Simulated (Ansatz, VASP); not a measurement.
**HfS2: VASP beside Ansatz**

```xyz
3
Lattice="3.7631 0.0000 0.0000 -1.8815 3.2589 0.0000 0.0000 0.0000 31.8244" Properties=species:S:1:pos:R:3 pbc="T T T"
S     1.8815    1.0863   14.4569
S     0.0000    2.1726   17.3675
Hf    0.0000    0.0000   15.9122
```

Change from the starting cell: biaxial strain +0.040, atoms relaxed.

Alike in both runs: task relaxation of the atoms; functional PBE; dispersion D3(BJ); k mesh 9 × 9 × 1; occupations gaussian, width 0.02 eV; no spin polarisation.

```csv
,VASP,Ansatz
version,VASP 6.6.1,Ansatz 0.2.0
potentials or method,"VASP PAW PBE potentials, release 64 (S, Hf_pv), cutoff 450 eV","scalar-relativistic, plane waves, PAW"
valence electrons in the cell,22,38
```

```csv
,VASP,Ansatz,Ansatz less VASP
"gap on the k mesh at the Fermi level, each at its own relaxed structure (eV)",1.69,1.67,-0.020
```

VASP's potentials hold 22 valence electrons a cell and Ansatz's 38, so a difference there can come from the potentials and not from the codes. Ansatz's warnings: stress scf threshold loose.

Spin-orbit coupling is off throughout.
